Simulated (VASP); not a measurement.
# SrTlF3 (Pm-3m) in VASP: further runs

SrTlF3 is run at these levels: PBEsol; tasks: single point, relaxation of cell and atoms.

Program: VASP 6.6.1. These are calculated values, not measurements. Logs are shortened: lines on timing, memory, paths and dates and some standing lists are left out, and cuts for length are marked.

### Step 1. The cell of the first run

It takes space group Pm-3m (No. 221, cubic). The conventional cell has a = 4.685 Å, b = 4.685 Å, c = 4.685 Å, α = 90.00°, β = 90.00°, γ = 90.00°. Within 4.4 Å of Tl (site symmetry m-3m) lie 12 F at 3.31 Å and 8 Sr at 4.06 Å. Within 3.1 Å of Sr (site symmetry m-3m) lie 6 F at 2.34 Å. F (site symmetry 4/mmm) has 2 Sr at 2.34 Å within 3.1 Å.

### Step 2. Single point, PBEsol

INCAR reads:

```
ALGO     = Normal         # electronic algorithm
EDIFF    = 1E-6           # SCF threshold, eV
ENCUT    = 520            # plane-wave cutoff, eV
GGA      = PS             # functional
ISIF     = 2              # what is computed and relaxed
ISMEAR   = -1             # smearing method
LASPH    = True           # aspherical terms in the spheres
LCHARG   = False          # write CHGCAR
LREAL    = False          # projectors in reciprocal space
LWAVE    = False          # write WAVECAR
NBANDS   = 30             # bands
NELM     = 80             # most SCF steps
PREC     = Accurate       # precision mode
SIGMA    = 0.03           # smearing width, eV
```

KPOINTS reads:

```
k-points
0
Gamma
  4 4 4
```

POSCAR reads:

```
SrTlF3
1.0
    4.6851644624      0.0000000000      0.0000000000
    0.0000000000      4.6851644624      0.0000000000
    0.0000000000      0.0000000000      4.6851644624
Tl Sr F
1 1 3
Direct
    0.0000000000      0.0000000000      0.0000000000
    0.5000000000      0.5000000000      0.5000000000
    0.5000000000      0.5000000000      0.0000000000
    0.5000000000      0.0000000000      0.5000000000
    0.0000000000      0.5000000000      0.5000000000
```

Potentials or basis: VASP PAW PBE potentials, release 64 (Tl_d, Sr_sv, F).

The run is started by

```
cat potpaw_PBE.64/Tl_d/POTCAR potpaw_PBE.64/Sr_sv/POTCAR potpaw_PBE.64/F/POTCAR > POTCAR
mpirun -np 1 vasp_std > vasp.out
```

OUTCAR:

```text
EDIFF = 1E-6
   ENCUT = 520
   GGA = PS
   ISIF = 2
   ISMEAR = -1
   LASPH = True
   LREAL = False
   NELM = 80
   PREC = Accurate

 ion  position               nearest neighbor table
   1  0.000  0.000  0.000-   2 4.06   2 4.06   2 4.06   2 4.06   2 4.06   2 4.06   2 4.06   2 4.06

   2  0.500  0.500  0.500-   3 2.34   4 2.34   5 2.34   3 2.34   4 2.34   5 2.34   1 4.06   1 4.06
                             1 4.06   1 4.06   1 4.06   1 4.06   1 4.06   1 4.06
   3  0.500  0.500  0.000-   2 2.34   2 2.34
   4  0.500  0.000  0.500-   2 2.34   2 2.34
   5  0.000  0.500  0.500-   2 2.34   2 2.34

  LATTYP: Found a simple cubic cell.
 ALAT       =     4.6851644624

  Lattice vectors:

 A1 = (   4.6851644624,   0.0000000000,   0.0000000000)
 A2 = (   0.0000000000,   4.6851644624,   0.0000000000)
 A3 = (   0.0000000000,   0.0000000000,   4.6851644624)

Analysis of symmetry for initial positions (statically):
=====================================================================
 Subroutine PRICEL returns:
 Original cell was already a primitive cell.

 Routine SETGRP: Setting up the symmetry group for a
 simple cubic supercell.

 Subroutine GETGRP returns: Found 48 space group operations
[... 9 lines left out ...]

 Routine SETGRP: Setting up the symmetry group for a
 simple cubic supercell.

 Subroutine GETGRP returns: Found 48 space group operations
[... 11 lines left out ...]
                                     Primitive cell

  volume of cell :     102.8429

  direct lattice vectors                    reciprocal lattice vectors
     4.685164462  0.000000000  0.000000000     0.213439679  0.000000000  0.000000000
     0.000000000  4.685164462  0.000000000     0.000000000  0.213439679  0.000000000
     0.000000000  0.000000000  4.685164462     0.000000000  0.000000000  0.213439679

  length of vectors
     4.685164462  4.685164462  4.685164462     0.213439679  0.213439679  0.213439679

  position of ions in fractional coordinates (direct lattice)
     0.000000000  0.000000000  0.000000000
     0.500000000  0.500000000  0.500000000
     0.500000000  0.500000000  0.000000000
     0.500000000  0.000000000  0.500000000
     0.000000000  0.500000000  0.500000000

  ion indices of the primitive-cell ions
   primitive index   ion index
                 1           1
                 2           2
                 3           3
                 4           4
                 5           5

----------------------------------------------------------------------------------------

 KPOINTS: k-points

Automatic generation of k-mesh.
 Grid dimensions read from file:
 generate k-points for:    4    4    4

 Generating k-lattice:

  Cartesian coordinates                     Fractional coordinates (reciprocal lattice)
     0.053359920  0.000000000  0.000000000     0.250000000  0.000000000  0.000000000
     0.000000000  0.053359920  0.000000000     0.000000000  0.250000000  0.000000000
     0.000000000  0.000000000  0.053359920     0.000000000  0.000000000  0.250000000

  Length of vectors
     0.053359920  0.053359920  0.053359920

  Shift w.r.t. Gamma in fractional coordinates (k-lattice)
     0.000000000  0.000000000  0.000000000

 Subroutine IBZKPT returns following result:
 ===========================================

 Found     10 irreducible k-points:

 Following reciprocal coordinates:
            Coordinates               Weight
  0.000000  0.000000  0.000000      1.000000
  0.250000  0.000000  0.000000      6.000000
  0.500000  0.000000  0.000000      3.000000
  0.250000  0.250000  0.000000     12.000000
  0.500000  0.250000  0.000000     12.000000
  0.500000  0.500000  0.000000      3.000000
  0.250000  0.250000  0.250000      8.000000
  0.500000  0.250000  0.250000     12.000000
  0.500000  0.500000  0.250000      6.000000
  0.500000  0.500000  0.500000      1.000000
   k-points           NKPTS =     10   k-points in BZ     NKDIM =     10   number of bands    NBANDS=     30
   number of dos      NEDOS =    301   number of ions     NIONS =      5
   total plane-waves  NPLWV =  46656
   dimension x,y,z NGX =    36 NGY =   36 NGZ =   36
   dimension x,y,z NGXF=    72 NGYF=   72 NGZF=   72
   ions per type =               1   1   3
   NGX,Y,Z   is equivalent  to a cutoff of  12.77, 12.77, 12.77 a.u.
   NGXF,Y,Z  is equivalent  to a cutoff of  25.55, 25.55, 25.55 a.u.
 SYSTEM =  unknown system
   PREC   = accura    normal or accurate (medium, high low for compatibility)
   ISTART =      0    job   : 0-new  1-cont  2-samecut
   ICHARG =      2    charge: 1-file 2-atom 10-const
   ISPIN  =      1    spin polarized calculation?
   LNONCOLLINEAR =      F non collinear calculations
   LSORBIT =      F    spin-orbit coupling
   LASPH  =      T    aspherical Exc in radial PAW
   ENCUT  =  520.0 eV  38.22 Ry    6.18 a.u.   8.71  8.71  8.71*2*pi/ulx,y,z
   NELM   =     80;   NELMIN=  2; NELMDL= -5     # of ELM steps
   EDIFF  = 0.1E-05   stopping-criterion for ELM
   LREAL  =      F    real-space projection
   EDIFFG = 0.1E-04   stopping-criterion for IOM
   NSW    =      0    number of steps for IOM
   IBRION =     -1    ionic relax: 0-MD 1-quasi-New 2-CG
   NFREE  =      0    steps in history (QN), initial steepest desc. (CG)
   ISIF   =      2    stress and relaxation
   ISYM   =      2    0-nonsym 1-usesym 2-fastsym
   POTIM  = 0.5000    time-step for ionic-motion
   TEBEG  =    0.0;   TEEND  =   0.0 temperature during run
   PSTRESS=    0.0 pullay stress
   NELECT =      44.0000    total number of electrons
   NUPDOWN=      -1.0000    fix difference up-down
   EMIN   =  10.00;   EMAX   =-10.00  energy-range for DOS
   EFERMI =   0.00;   METHOD = LEGACY
   ISMEAR =    -1;   SIGMA  =   0.03  broadening in eV -4-tet -1-fermi 0-gaus
   EFERMI_NEDOS =   21; number of points for ismear=-14 and -15
   IALGO  =     38    algorithm
   IMIX   =      4    mixing-type and parameters
     AMIX     =   0.40;   BMIX     =  1.00
     AMIX_MAG =   1.60;   BMIX_MAG =  1.00
  volume/ion in A,a.u.               =      20.57       138.80
  Fermi-wavevector in a.u.,A,eV,Ry     =   1.233581  2.331129 20.704274  1.521721
  Thomas-Fermi vector in A             =   2.368305
   LORBIT       =      0    0 simple, 1 ext, 2 COOP (PROOUT), +10 PAW based schemes
   GGA     = PS    functional components
   LHFCALC =     F    Hartree Fock is set to
   AEXX    =    0.0000 exact exchange contribution
   IVDW    =     0    specifies the selected vdW correction
   LEPSILON=     F    determine dielectric tensor
   LRPA    =     F    only Hartree local field effects (RPA)
 non-spin polarized calculation
  energy-cutoff  :      520.00
  volume of cell :      102.84
 maximum number of plane-waves:      2800
 NGX is ok and might be reduce to    36
   NGX = 17   NGY = 17   NGZ = 17

 number of electron      43.9999990 magnetization

 Free energy of the ion-electron system (eV)
  ---------------------------------------------------
  ext. energy  EPLUGINS =         0.00000000
  ---------------------------------------------------
  free energy    TOTEN  =       -24.77611245 eV

  energy without entropy =      -24.77611245  energy(sigma->0) =      -24.77611245

 E-fermi :  -0.6082     XC(G=0):  -8.8925

 val. band max:       -1.2642584646   @ k =   0.5000   0.0000   0.0000
 cond. band min:       3.0412815549   @ k =   0.5000   0.0000   0.0000
 fundamental gap:      4.3055400195
 Fermi energy:        -0.6082458163

 k-point     1 :       0.0000    0.0000    0.0000
  band No.  band energies     occupation
      1     -31.0184      2.00000
      2     -20.4486      2.00000
      3     -20.4486      2.00000
      4     -20.4183      2.00000
      5     -13.3860      2.00000
      6     -13.3860      2.00000
[... 22 lines left out ...]
     29       8.6564      0.00000
     30       8.7841      0.00000

 k-point     2 :       0.2500    0.0000    0.0000
  band No.  band energies     occupation
      1     -31.0112      2.00000
      2     -20.5550      2.00000
      3     -20.4478      2.00000
      4     -20.4256      2.00000
      5     -13.3805      2.00000
      6     -13.3805      2.00000
[... 22 lines left out ...]
     29       9.2503      0.00000
     30       9.3686      0.00000

 k-point     3 :       0.5000    0.0000    0.0000
  band No.  band energies     occupation
      1     -31.0040      2.00000
      2     -20.6637      2.00000
      3     -20.4470      2.00000
      4     -20.4242      2.00000
      5     -13.3748      2.00000
      6     -13.3748      2.00000
[... 22 lines left out ...]
     29      10.2264      0.00000
     30      10.3547      0.00000

 k-point     4 :       0.2500    0.2500    0.0000
  band No.  band energies     occupation
      1     -31.0041      2.00000
      2     -20.5574      2.00000
      3     -20.5485      2.00000
      4     -20.4350      2.00000
      5     -13.3742      2.00000
      6     -13.0347      2.00000
[... 22 lines left out ...]
     29       9.8013      0.00000
     30      10.9183      0.00000

 k-point     5 :       0.5000    0.2500    0.0000
  band No.  band energies     occupation
      1     -30.9969      2.00000
      2     -20.6620      2.00000
      3     -20.5515      2.00000
      4     -20.4346      2.00000
      5     -13.3679      2.00000
      6     -13.0284      2.00000
[... 22 lines left out ...]
     29       9.8278      0.00000
     30      10.8878      0.00000

 k-point     6 :       0.5000    0.5000    0.0000
  band No.  band energies     occupation
      1     -30.9898      2.00000
      2     -20.6601      2.00000
      3     -20.6601      2.00000
      4     -20.4344      2.00000
      5     -13.3610      2.00000
      6     -12.6646      2.00000
[... 22 lines left out ...]
     29       9.4149      0.00000
     30      12.3144      0.00000

 k-point     7 :       0.2500    0.2500    0.2500
  band No.  band energies     occupation
      1     -30.9969      2.00000
      2     -20.5567      2.00000
      3     -20.5567      2.00000
      4     -20.5410      2.00000
      5     -13.0283      2.00000
      6     -13.0283      2.00000
[... 22 lines left out ...]
     29      10.7700      0.00000
     30      11.4438      0.00000

 k-point     8 :       0.5000    0.2500    0.2500
  band No.  band energies     occupation
      1     -30.9898      2.00000
      2     -20.6609      2.00000
      3     -20.5559      2.00000
      4     -20.5449      2.00000
      5     -13.0227      2.00000
      6     -13.0214      2.00000
[... 22 lines left out ...]
     29      10.4775      0.00000
     30      10.8926      0.00000

 k-point     9 :       0.5000    0.5000    0.2500
  band No.  band energies     occupation
      1     -30.9826      2.00000
      2     -20.6593      2.00000
      3     -20.6593      2.00000
      4     -20.5494      2.00000
      5     -13.0156      2.00000
      6     -12.6589      2.00000
[... 22 lines left out ...]
     29      10.1855      0.00000
     30      12.1886      0.00000

 k-point    10 :       0.5000    0.5000    0.5000
  band No.  band energies     occupation
      1     -30.9754      2.00000
      2     -20.6587      2.00000
      3     -20.6587      2.00000
      4     -20.6587      2.00000
      5     -12.6533      2.00000
      6     -12.6533      2.00000
[... 22 lines left out ...]
     29      10.6152      0.00000
     30      10.6152      0.00000

------------------------ aborting loop because EDIFF is reached ----------------------------------------

  FORCE on cell =-STRESS in cart. coord.  units (eV):
  Direction    XX          YY          ZZ          XY          YZ          ZX
  --------------------------------------------------------------------------------------
  -------------------------------------------------------------------------------------
  Total        0.1370181      0.1370181      0.1370181      0.0000000     -0.0000000      0.0000000
  in kB        2.1345877      2.1345877      2.1345877      0.0000000     -0.0000000      0.0000000
  external PRESSURE =       2.1345877 kB  Pullay stress =       0.0000000 kB

 VOLUME and BASIS-vectors are now :
 -----------------------------------------------------------------------------
  energy-cutoff  :      520.00
  volume of cell :      102.84
      direct lattice vectors                 reciprocal lattice vectors
     4.685164462  0.000000000  0.000000000     0.213439679  0.000000000  0.000000000
     0.000000000  4.685164462  0.000000000     0.000000000  0.213439679  0.000000000
     0.000000000  0.000000000  4.685164462     0.000000000  0.000000000  0.213439679

 POSITION                                       TOTAL-FORCE (eV/Angst)
 -----------------------------------------------------------------------------------
      0.00000      0.00000      0.00000         0.000000      0.000000      0.000000
      2.34258      2.34258      2.34258         0.000000      0.000000      0.000000
      2.34258      2.34258      0.00000         0.000000      0.000000      0.000000
      2.34258      0.00000      2.34258         0.000000      0.000000      0.000000
      0.00000      2.34258      2.34258         0.000000      0.000000      0.000000
 -----------------------------------------------------------------------------------
    total drift:                                0.000000      0.000000      0.000000

  FREE ENERGIE OF THE ION-ELECTRON SYSTEM (eV)
  ---------------------------------------------------
  free  energy   TOTEN  =       -24.7761124458 eV

  energy  without entropy=      -24.7761124458  energy(sigma->0) =      -24.77611245
```

Wall time 31 s (1 thread of AMD EPYC 7R43 (Zen 3), shared host); peak memory 0.18 GiB.

What came out:

```yaml
Free_energy: -24.7761 eV
Pressure: 0.2 GPa
Band_gap_on_the_k_mesh: 4.31 eV, direct
```

Caveat: the PAW data sets were made with another functional, which shifts forces and pressure a little; spin-orbit coupling is left out, which moves the levels of the heavy elements. A k mesh can miss the band edges.

### Step 3. Relaxation of cell and atoms, PBEsol

This run uses another cell than the first one, of 20.30 Å³/atom, 0.987 times its volume.

INCAR reads:

```
SYSTEM = SrTlF3
ALGO = Normal ; EDIFF = 1E-6
EDIFFG = -0.01 ; ENCUT = 600
GGA = PS ; IBRION = 2
ISIF = 3 ; ISMEAR = -1
LASPH = .True. ; LCHARG = .False.
LREAL = .False. ; LWAVE = .False.
NELM = 100 ; NSW = 100
PREC = Accurate ; SIGMA = 0.03
```

KPOINTS reads:

```
k-points
0
Gamma
  4 4 4
  0 0 0
```

POSCAR: that of step 2 with these lines changed.

```diff
@@ -2,5 +2,5 @@
 1.0
-    4.6851644624      0.0000000000      0.0000000000
-    0.0000000000      4.6851644624      0.0000000000
-    0.0000000000      0.0000000000      4.6851644624
+    4.6649453400      0.0000000000      0.0000000000
+    0.0000000000      4.6649453400      0.0000000000
+    0.0000000000      0.0000000000      4.6649453400
 Tl Sr F
```

Potentials or basis: VASP PAW PBE potentials, release 64 (Tl_d, Sr_sv, F).

The run is started by

```
cat potpaw_PBE.64/Tl_d/POTCAR potpaw_PBE.64/Sr_sv/POTCAR potpaw_PBE.64/F/POTCAR > POTCAR
mpirun -np 1 vasp_std > vasp.out
```

It took 82 s on 1 thread of AMD EPYC 7R43 (Zen 3), shared host; peak memory 0.23 GiB.

It converged, with:

* Free energy: -24.7798 eV
* Relaxed volume: 20.66 Å³/atom
* Relaxed cell: a = 4.692 Å, b = 4.692 Å, c = 4.692 Å, α = 90.00°, β = 90.00°, γ = 90.00°
* Space group after relaxing (to 0.05 Å): Pm-3m (No. 221)
* Energy gained by relaxing: 0.9 meV/atom
* Ionic steps: 3
* Pressure after relaxing: 0.0 GPa
* Band gap on the k mesh: 4.31 eV, direct

Step by step:
| step | energy change (eV) | largest force (eV/Å) | pressure (GPa) | volume (Å³) |
| --- | --- | --- | --- | --- |
| 1 | 0.0000 | 0.0000 | 0.83 | 101.52 |
| 2 | -0.0045 | 0.0000 | 0.10 | 103.07 |
| 3 | -0.0045 | 0.0000 | 0.00 | 103.28 |

Final structure:
```yaml
crystal:
  lattice:
    - [4.69185, 0.00000, 0.00000]
    - [0.00000, 4.69185, 0.00000]
    - [0.00000, 0.00000, 4.69185]
  atoms:
    - { symbol: Tl, position: [0.00000, 0.00000, 0.00000] }
    - { symbol: Sr, position: [0.50000, 0.50000, 0.50000] }
    - { symbol: F, position: [0.50000, 0.50000, 0.00000] }
    - { symbol: F, position: [0.50000, 0.00000, 0.50000] }
    - { symbol: F, position: [0.00000, 0.50000, 0.50000] }
```

Levels at points of the mesh, in eV from the valence-band top:
```
           k point  band 19  band 20  band 21  band 22  band 23  band 24  band 25  band 26
(0.00, 0.00, 0.00)    -0.65    -0.22    -0.22    -0.22     7.14     7.14     7.14     9.36
(0.50, 0.00, 0.00)    -0.70    -0.23    -0.23     0.00     4.31     6.71     6.71     9.49
(0.50, 0.50, 0.00)    -0.85    -0.32    -0.32    -0.24     5.30     5.30     6.76     9.94
(0.50, 0.50, 0.50)    -1.57    -0.33    -0.33    -0.33     6.03     6.03     6.03    11.13
```

Caveat: the PAW data sets were made with another functional, which shifts forces and pressure a little; spin-orbit coupling is left out, which moves the levels of the heavy elements. A k mesh can miss the band edges.
